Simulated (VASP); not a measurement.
Crystal: W.

```
CELL_PARAMETERS angstrom
5.08300 0.00000 0.00000
0.00000 5.08300 0.00000
0.00000 0.00000 5.08300
ATOMIC_POSITIONS crystal
W 0.00000 0.00000 0.00000
W 0.50000 0.50000 0.50000
W 0.00000 0.50000 0.25000
W 0.00000 0.50000 0.75000
W 0.25000 0.00000 0.50000
W 0.75000 0.00000 0.50000
W 0.50000 0.75000 0.00000
W 0.50000 0.25000 0.00000
```

- Program: VASP 6.6.1
- Task: relaxation of cell and atoms
- Functional: r2SCAN
- Potentials or basis: VASP PAW PBE potentials, release 64 (W_sv)
- Cutoff: 550 eV
- k mesh: 5 × 5 × 5
- Occupations: fermi-dirac, width 0.15 eV
- Spin: no spin polarisation

At the start: pressure -4.2 GPa; volume 16.42 Å³/atom.

Where does the relaxation end?

Over 4 steps the energy falls by 3.0 meV/atom and the volume is 16.19 Å³/atom (-1.4 %); space group Pm-3n (No. 223, to 0.1 Å) before and after.

The path:
```csv
step,energy change (eV),largest force (eV/Å),pressure (GPa),volume (Å³)
1,0.0000,0.0000,-4.19,131.33
2,0.2937,0.0000,17.12,123.34
3,-0.0237,0.0000,-0.09,129.58
4,-0.0237,0.0000,0.00,129.54
```

Final structure:
```cif
data_structure
_symmetry_space_group_name_H-M 'P 1'
_symmetry_Int_Tables_number 1
_cell_length_a 5.0599
_cell_length_b 5.0599
_cell_length_c 5.0599
_cell_angle_alpha 90.000
_cell_angle_beta 90.000
_cell_angle_gamma 90.000
_cell_volume 129.54
loop_
_atom_site_label
_atom_site_type_symbol
_atom_site_fract_x
_atom_site_fract_y
_atom_site_fract_z
_atom_site_occupancy
W1 W 0.00000 0.00000 0.00000 1
W2 W 0.50000 0.50000 0.50000 1
W3 W 0.00000 0.50000 0.25000 1
W4 W 0.00000 0.50000 0.75000 1
W5 W 0.25000 0.00000 0.50000 1
W6 W 0.75000 0.00000 0.50000 1
W7 W 0.50000 0.75000 0.00000 1
W8 W 0.50000 0.25000 0.00000 1
```

Caveat: the PAW data sets were made with another functional, which shifts forces and pressure a little.
